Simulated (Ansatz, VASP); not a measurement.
TiO2 in VASP and in Ansatz

```
CELL_PARAMETERS angstrom
4.64038 0.00000 0.00000
0.00000 4.64038 0.00000
0.00000 0.00000 3.00638
ATOMIC_POSITIONS crystal
Ti 0.93535 0.00000 0.00000
Ti 0.50000 0.50000 0.50000
O 0.30565 0.30565 0.00000
O 0.19435 0.80565 0.50000
O 0.69435 0.69435 0.00000
O 0.80565 0.19435 0.50000
```

Alike in both runs: task single point; functional PBE; k mesh 6 × 6 × 10; occupations gaussian, width 0.05 eV; no spin polarisation; Hubbard terms Ti d U = 4.0 eV.

```csv
,VASP,Ansatz
version,VASP 6.6.1,Ansatz 0.2.0
potentials or method,"VASP PAW PBE potentials, release 64 (Ti_sv, O), cutoff 520 eV","scalar-relativistic, plane waves, PAW"
valence electrons in the cell,48,48
```

```csv
,VASP,Ansatz,Ansatz less VASP
gap on the k mesh at the Fermi level (eV),1.93,1.89,-0.037
least direct gap on the mesh (eV),2.01,2.00,-0.014
pressure (GPa),8.9,4.4,-4.48
"traceless stress, the component that is largest in VASP (GPa)",-5.89,-5.13,+0.760
rms of the force components (eV/Å),1.646,1.526,-0.1203
```

The programs project onto different local orbitals, so the same U acts differently, and such runs can settle in different states. Atom by atom the forces differ by 0.214 eV/Å (rms over components).
